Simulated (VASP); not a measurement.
The system is Ge4IrW.

```xyz
6
Lattice="4.7271 0.0000 0.0000 -2.3635 4.0938 0.0000 0.0000 0.0000 5.1465" Properties=species:S:1:pos:R:3 pbc="T T T"
Ge    0.0000    2.7292    3.8638
Ge    0.0000    2.7292    1.2828
Ge    2.3635    1.3646    3.8638
Ge    2.3635    1.3646    1.2828
Ir    0.0000    0.0000    2.5733
W     0.0000    0.0000    0.0000
```

The cell was generated, and may not be a known phase.

| Quantity | Value |
| --- | --- |
| Program | VASP 6.6.1 |
| Task | relaxation of cell and atoms |
| Functional | PBE |
| Potentials or basis | VASP PAW PBE potentials, release 64 (Ge_d, Ir, W_sv) |
| Cutoff | 600 eV |
| k mesh | 6 × 6 × 4 |
| Occupations | gaussian, width 0.1 eV |
| Spin | no spin polarisation |

At the start: pressure 2.2 GPa; volume 16.60 Å³/atom.

How do energy, volume and symmetry change on relaxing?

Over 7 steps the energy falls by 7.3 meV/atom and the volume is 16.70 Å³/atom (+0.6 %); space group P6/mmm (No. 191, to 0.1 Å) before and after.

Step by step:
```csv
step,energy change (eV),largest force (eV/Å),pressure (GPa),volume (Å³)
1,0.0000,0.0425,2.21,99.59
2,-0.0071,0.1131,-3.37,102.89
3,-0.0385,0.0744,-0.76,101.26
4,-0.0433,0.0516,0.05,100.36
5,-0.0434,0.0503,0.02,100.30
6,-0.0433,0.0477,0.08,100.18
7,-0.0437,0.0145,0.22,100.23
```

Final structure:
```yaml
crystal:
  lattice:
    - [4.69581, 0.00000, 0.00000]
    - [-2.34790, 4.06669, 0.00000]
    - [0.00000, 0.00000, 5.24845]
  atoms:
    - { symbol: Ge, position: [0.33333, 0.66667, 0.74933] }
    - { symbol: Ge, position: [0.33333, 0.66667, 0.25067] }
    - { symbol: Ge, position: [0.66667, 0.33333, 0.74933] }
    - { symbol: Ge, position: [0.66667, 0.33333, 0.25067] }
    - { symbol: Ir, position: [0.00000, 0.00000, 0.50000] }
    - { symbol: W, position: [0.00000, 0.00000, 0.00000] }
```
